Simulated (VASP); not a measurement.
# AlN (Fm-3m) in VASP: notebook, part 2 of 2

VASP 6.6.1. The steps go on from the part before.

## 5. Single point, PBEsol+D3(BJ)

This run uses another cell than the first one, of 8.10 Å³/atom, 0.987 times its volume.

Contents of INCAR:

```
SYSTEM = AlN
ALGO     = Normal         ! electronic algorithm
EDIFF    = 1E-7           ! SCF threshold, eV
ENCUT    = 520            ! plane-wave cutoff, eV
GGA      = PS             ! functional
ISIF     = 2              ! what is computed and relaxed
ISMEAR   = 0              ! smearing method
IVDW     = 12             ! dispersion correction
LASPH    = .True.         ! aspherical terms in the spheres
LCHARG   = .False.        ! write CHGCAR
LREAL    = .False.        ! projectors in reciprocal space
LWAVE    = .False.        ! write WAVECAR
NBANDS   = 11             ! bands
NELM     = 100            ! most SCF steps
PREC     = Accurate       ! precision mode
SIGMA    = 0.05           ! smearing width, eV
```

Contents of KPOINTS:

```
k-points
0
Gamma
  10 10 10
  0 0 0
```

Contents of POSCAR:

```
AlN
1.0
    0.0000000000      2.0083231667      2.0083231667
    2.0083231667      0.0000000000      2.0083231667
    2.0083231667      2.0083231667      0.0000000000
Al N
1 1
Direct
    0.0000000000      0.0000000000      0.0000000000
    0.5000000000      0.5000000000      0.5000000000
```

Potentials or basis: VASP PAW PBE potentials, release 64 (Al, N).

Command:

```
> cat potpaw_PBE.64/Al/POTCAR potpaw_PBE.64/N/POTCAR > POTCAR
> mpirun -np 1 vasp_std > vasp.out
```

OUTCAR:

```text
SYSTEM = AlN
   EDIFF = 1E-7
   ENCUT = 520
   GGA = PS
   ISIF = 2
   ISMEAR = 0
   IVDW = 12
   LASPH = .True.
   LREAL = .False.
   NELM = 100
   PREC = Accurate
 IVDW          = 12

 ion  position               nearest neighbor table
   1  0.000  0.000  0.000-   2 2.01   2 2.01   2 2.01   2 2.01   2 2.01   2 2.01
   2  0.500  0.500  0.500-   1 2.01   1 2.01   1 2.01   1 2.01   1 2.01   1 2.01

  LATTYP: Found a face centered cubic cell.
 ALAT       =     4.0166463334

  Lattice vectors:

 A1 = (   0.0000000000,   2.0083231667,   2.0083231667)
 A2 = (   2.0083231667,   0.0000000000,   2.0083231667)
 A3 = (   2.0083231667,   2.0083231667,   0.0000000000)

Analysis of symmetry for initial positions (statically):
=====================================================================
 Subroutine PRICEL returns:
 Original cell was already a primitive cell.

 Routine SETGRP: Setting up the symmetry group for a
 face centered cubic supercell.

 Subroutine GETGRP returns: Found 48 space group operations
 (whereof 48 operations were pure point group operations)
 out of a pool of 48 trial point group operations.

The static configuration has the point symmetry O_h .

Analysis of symmetry for dynamics (positions and initial velocities):
[... 174 lines left out ...]
      6      22.2342      0.00000
      7      22.2342      0.00000
      8      22.2342      0.00000
      9      27.3676      0.00000
     10      27.9796      0.00000
     11      27.9796      0.00000
[... 309 lines left out ...]
 k-point    24 :       0.4000    0.3000    0.0000
  band No.  band energies     occupation
      1      -4.4776      2.00000
      2       4.1825      2.00000
      3       7.2633      2.00000
      4       7.7990      2.00000
      5      16.3110      0.00000
      6      17.0421      0.00000
      7      22.5110      0.00000
      8      25.9101      0.00000
      9      26.6964      0.00000
     10      32.0941      0.00000
     11      35.0928      0.00000

 [... further k-points ...]

------------------------ aborting loop because EDIFF is reached ----------------------------------------

 Edisp (eV)   -0.58493

 E8    (eV) :    -0.3608

  FORCE on cell =-STRESS in cart. coord.  units (eV):
  Direction    XX          YY          ZZ          XY          YZ          ZX
  --------------------------------------------------------------------------------------
  -------------------------------------------------------------------------------------
  Total      -0.00818    -0.00818    -0.00818     0.00000     0.00000    -0.00000
  in kB      -0.80908    -0.80908    -0.80908     0.00000     0.00000    -0.00000
  external pressure =       -0.81 kB  Pullay stress =        0.00 kB

 VOLUME and BASIS-vectors are now :
 -----------------------------------------------------------------------------
  energy-cutoff  :      520.00
  volume of cell :       16.20
      direct lattice vectors                 reciprocal lattice vectors
     0.000000000  2.008323167  2.008323167    -0.248963916  0.248963916  0.248963916
     2.008323167  0.000000000  2.008323167     0.248963916 -0.248963916  0.248963916
     2.008323167  2.008323167  0.000000000     0.248963916  0.248963916 -0.248963916

 POSITION                                       TOTAL-FORCE (eV/Angst)
 -----------------------------------------------------------------------------------
      0.00000      0.00000      0.00000         0.000000      0.000000      0.000000
      2.00832      2.00832      2.00832        -0.000000     -0.000000     -0.000000
 -----------------------------------------------------------------------------------
    total drift:                               -0.000000     -0.000000      0.000000

  FREE ENERGIE OF THE ION-ELECTRON SYSTEM (eV)
  ---------------------------------------------------
  free  energy   TOTEN  =       -16.0275216087 eV

  energy  without entropy=      -16.0275216087  energy(sigma->0) =      -16.02752161
```

stdout:

```text
POSCAR found type information on POSCAR AlN
 POSCAR found :  2 types and       2 ions
 scaLAPACK will be used
 -----------------------------------------------------------------------------
|                                                                             |
|                                                                             |
|     You enforced a specific xc type in the INCAR file but a different       |
|     I HOPE YOU KNOW WHAT YOU ARE DOING!                                     |
|                                                                             |
 -----------------------------------------------------------------------------

 LDA part: xc-table for (Slater+PW92), standard interpolation
 POSCAR, INCAR and KPOINTS ok, starting setup
 FFT: planning ... GRIDC
 FFT: planning ... GRID_SOFT
 FFT: planning ... GRID
 WAVECAR not read
 entering main loop
```

It took 3.4 s on 1 thread of Intel Xeon 6975P-C (Granite Rapids), shared host; peak memory 0.14 GiB.

What came out:

| Item | Value |
| --- | --- |
| Free energy | -16.0275 eV |
| Pressure | -0.1 GPa |
| Band gap on the k mesh | 4.75 eV, indirect (least direct gap 5.96 eV) |
| Dispersion energy per atom | -0.292 eV |

Levels at points of the mesh, in eV from the valence-band top:
| k point | band 1 | band 2 | band 3 | band 4 | band 5 | band 6 | band 7 | band 8 |
| --- | --- | --- | --- | --- | --- | --- | --- | --- |
| (0.00, 0.00, 0.00) | -17.73 | 0.00 | 0.00 | 0.00 | 5.96 | 12.09 | 12.09 | 12.09 |
| (0.50, 0.00, 0.00) | -14.35 | -8.50 | -1.13 | -1.13 | 6.17 | 11.06 | 11.06 | 13.55 |
| (0.50, 0.50, 0.00) | -13.32 | -7.58 | -2.87 | -2.87 | 4.75 | 5.10 | 14.21 | 17.47 |

Caveat: the PAW data sets were made with another functional, which shifts forces and pressure a little.

## 6. Summary

```csv
level,cell,gap on the mesh (eV),pressure (GPa)
revPBE,"a = 2.852 Å, angles 60.0°, 2 atoms",4.77,10.2
PBEsol+D3(BJ),"a = 2.797 Å, angles 60.0°, 2 atoms",5.01,13.6
PBEsol+D3(BJ),"a = 2.840 Å, angles 60.0°, 2 atoms",4.75,-0.1
```

Alike in all rows: task single point; potentials or basis VASP PAW PBE potentials, release 64 (Al, N); no spin polarisation; k mesh 10 × 10 × 10; cutoff (eV) 520; smearing gaussian 0.05 eV.

Caveats: the PAW data sets were made with another functional, which shifts forces and pressure a little.

Total energies depend on the potentials used, so only differences within one code and one set of settings carry meaning.
